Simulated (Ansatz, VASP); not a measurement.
# One calculation of Cr, two programs

```
CELL_PARAMETERS angstrom
-1.41574 1.41574 1.41574
1.41574 -1.41574 1.41574
1.41574 1.41574 -1.41574
ATOMIC_POSITIONS crystal
Cr 0.00000 0.00000 0.00000
```

Alike in both runs: task relaxation of cell and atoms; functional r2SCAN; k mesh 20 × 20 × 20; occupations gaussian, width 0.1 eV; no spin polarisation.

|  | VASP | Ansatz |
| --- | --- | --- |
| version | VASP 6.6.1 | Ansatz 0.2.0 |
| potentials or method | VASP PAW PBE potentials, release 64 (Cr_pv), cutoff 600 eV | scalar-relativistic, plane waves, PAW |
| valence electrons in the cell | 12 | 14 |

Ansatz gave:

```
gap on the k mesh at the Fermi level, each at its own relaxed structure (eV) : none
relaxed volume (Å³/atom)                                                     : 11.32
relaxed cell length with the largest relative difference (Å)                 : 2.450
```

Q: Estimate VASP's values.

A: gap on the k mesh at the Fermi level, each at its own relaxed structure (eV): none; relaxed volume (Å³/atom): 11.34; relaxed cell length with the largest relative difference (Å): 2.452.

VASP's potentials were made for PBE, not for r2SCAN. A gap of «none» marks a metal or a gap that the smearing closes. VASP's potentials hold 12 valence electrons a cell and Ansatz's 14, so a difference there can come from the potentials and not from the codes.
